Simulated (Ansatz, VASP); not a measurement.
# One calculation of YbTl5Ir, two programs

```
Yb Tl Ir
1.0
     4.75468    0.00000    0.00000
     0.00000    4.75468    0.00000
     0.00000    0.00000    7.75203
Yb Tl Ir
1 5 1
Direct
  0.00000 0.00000 0.00000
  0.50000 0.50000 0.00000
  0.50000 0.00000 0.29900
  0.00000 0.50000 0.29900
  0.50000 0.00000 0.70100
  0.00000 0.50000 0.70100
  0.00000 0.00000 0.50000
```

Alike in both runs: functional r2SCAN; k mesh 5 × 5 × 3; no spin polarisation.

Ansatz relaxed the structure, and its values are those at the end. VASP's run is a single point on that final structure, the one shown.

```csv
,VASP,Ansatz
version,VASP 6.6.1,Ansatz 0.2.0
potentials or method,"VASP PAW PBE potentials, release 64 (Yb, Tl_d, Ir), cutoff 520 eV",PAW plane waves
occupations,"fermi-dirac, width 0.1 eV",fermi-dirac
valence electrons in the cell,98,106
```

|  | VASP | Ansatz | Ansatz less VASP |
| --- | --- | --- | --- |
| pressure (GPa) | 0.2 | 0.2 | -0.08 |
| rms of the force components (eV/Å) | 0.010 | 0.000 | -0.0103 |

VASP's potentials were made for PBE, not for r2SCAN. VASP's potentials hold 98 valence electrons a cell and Ansatz's 106, so a difference there can come from the potentials and not from the codes. Ansatz's warnings: stress scf threshold loose.

Spin-orbit coupling is off throughout.
